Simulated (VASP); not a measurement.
Ru: single point with RPBE

Crystal: Ru.

```xyz
8
Lattice="4.8710 0.0000 0.0000 0.0000 4.8710 0.0000 0.0000 0.0000 4.8710" Properties=species:S:1:pos:R:3 pbc="T T T"
Ru    0.0000    4.8710    4.8710
Ru    2.4355    2.4355    2.4355
Ru    1.2178    0.0000    2.4355
Ru    3.6533    0.0000    2.4355
Ru    2.4355    1.2178    4.8710
Ru    2.4355    3.6533    4.8710
Ru    4.8710    2.4355    1.2178
Ru    4.8710    2.4355    3.6533
```

- Program: VASP 6.6.1
- Task: single point
- Functional: RPBE
- Potentials or basis: VASP PAW PBE potentials, release 64 (Ru_pv)
- Cutoff: 520 eV
- k mesh: 6 × 6 × 6
- Occupations: fermi-dirac, width 0.1 eV
- Spin: no spin polarisation

| Property | Result |
| --- | --- |
| Pressure | -0.1 GPa |
| Band gap on the k mesh | zero (band 56 reaches 12.54 eV, above the bottom of band 57 at 11.71 eV) |

Levels at points of the mesh, in eV from the Fermi level:
```tsv
k point	band 52	band 53	band 54	band 55	band 56	band 57	band 58	band 59	band 60	band 61
(0.00, 0.00, 0.00)	-0.73	-0.61	-0.61	-0.61	-0.26	-0.26	0.28	0.28	0.94	0.94
(0.50, 0.00, 0.00)	-1.28	-0.99	-0.99	-0.26	-0.26	0.36	0.36	0.49	0.49	0.58
(0.50, 0.50, 0.00)	-0.65	-0.32	-0.21	-0.20	0.00	0.00	0.03	0.53	0.53	0.77
(0.50, 0.50, 0.50)	-0.94	-0.94	-0.94	0.57	0.57	0.57	0.57	0.57	0.57	0.81
```

Run time: 2.4 min on 1 thread of AMD EPYC 7R13 Processor (Zen 3), with other jobs on the host, peak memory 0.23 GiB.

Caveat: the PAW data sets were made with another functional, which shifts forces and pressure a little.
